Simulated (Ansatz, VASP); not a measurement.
**Two plane-wave programs on Ta**

The input INCAR:

```
SYSTEM = Ta
ALGO = Normal
EDIFF = 1E-7
ENCUT = 520
GGA = RE
ISIF = 2
ISMEAR = -1
LASPH = .True.
LCHARG = .False.
LREAL = .False.
LWAVE = .False.
NBANDS = 18
NELM = 60
PREC = Accurate
SIGMA = 0.1
```

The input KPOINTS:

```
k-points
0
Gamma
  14 14 14
  0 0 0
```

POSCAR

```
Ta
1.0
   -3.6680580166      3.6681438585      1.5074803094
    3.6681438585     -3.6680580166      1.5074803094
    1.9164808308      1.9164808308     -1.5073230899
Ta
2
Direct
    0.9999327545      0.0000672455      0.0000000000
    0.7500672455      0.2499327545      0.5000000000
```

Input for Ansatz:

```yaml
crystal:
  lattice:
    - [-3.6680580166, 3.6681438585, 1.5074803094]
    - [3.6681438585, -3.6680580166, 1.5074803094]
    - [1.9164808308, 1.9164808308, -1.5073230899]
  atoms:
    - { symbol: Ta, position: [0.9999327545, 6.72455e-05, 0.0] }
    - { symbol: Ta, position: [0.7500672455, 0.2499327545, 0.5] }
hamiltonian:
  xc: revpbe
  pseudopotentials:
    kind: paw
    azcp:
      Ta: "pseudopotentials/Ta.paw.azcp"
basis:
  ecutwfc: 420
  fft_grid_basis: typed
kpoints:
  mp_grid: { grid: [14, 14, 14], shift: [0, 0, 0] }
magnetization:
  spin_polarized: false
scf:
  occupations: { method: fermi_dirac, width: 0.1 }
  lower_state_search: "off"
output:
  stress: true
```

Alike in both runs: task single point; functional revPBE; k mesh 14 × 14 × 14; occupations fermi-dirac, width 0.1 eV; no spin polarisation.

|  | VASP | Ansatz |
| --- | --- | --- |
| version | VASP 6.6.1 | Ansatz 0.2.0 |
| potentials or method | VASP PAW PBE potentials, release 64 (Ta_pv), cutoff 520 eV | plane waves (420 eV) with PAW, scalar-relativistic |
| valence electrons in the cell | 22 | 26 |

```csv
,VASP,Ansatz,Ansatz less VASP
pressure (GPa),-16.8,-16.7,+0.05
"traceless stress, the component that is largest in VASP (GPa)",0.82,0.83,+0.004
```

VASP's potentials were made for PBE, not for revPBE. VASP's potentials hold 22 valence electrons a cell and Ansatz's 26, so a difference there can come from the potentials and not from the codes.

Spin-orbit coupling is off throughout.
